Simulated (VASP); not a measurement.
A run of VASP 6.6.1 is set up as follows.

INCAR

```
SYSTEM = Si
PREC = Accurate
ENCUT = 500
EDIFF = 1E-6
ISMEAR = 0
SIGMA = 0.02
LREAL = .FALSE.
LASPH = .TRUE.
NELM = 120
ALGO = Normal
ISIF = 2
LWAVE = .FALSE.
LCHARG = .FALSE.
GGA = PE
NBANDS = 11
GGA_COMPAT = .FALSE.
```

File KPOINTS:

```
Automatic mesh
0
G
  8 8 8
  0 0 0
```

The input POSCAR:

```
Si
1.0
    0.0000000000      2.7349662038      2.7349662038
    2.7349662038      0.0000000000      2.7349662038
    2.7349662038      2.7349662038      0.0000000000
Si
2
Direct
    0.0000000000      0.0000000000      0.0000000000
    0.2500000000      0.2500000000      0.2500000000
```

Potentials or basis: VASP PAW PBE potentials, release 64 (Si).

The run is started by

```sh
$ cat potpaw_PBE.64/Si/POTCAR > POTCAR
$ mpirun -np 1 vasp_std > vasp.out
```

Task: Estimate the pressure.

Result: -0.1 GPa.

Task: Estimate the band gap on the k mesh.

Result: 0.65 eV, indirect (least direct gap 2.56 eV).

A k mesh can miss the band edges. Expect the measured gap to be larger: semilocal functionals such as PBE lack the derivative discontinuity.
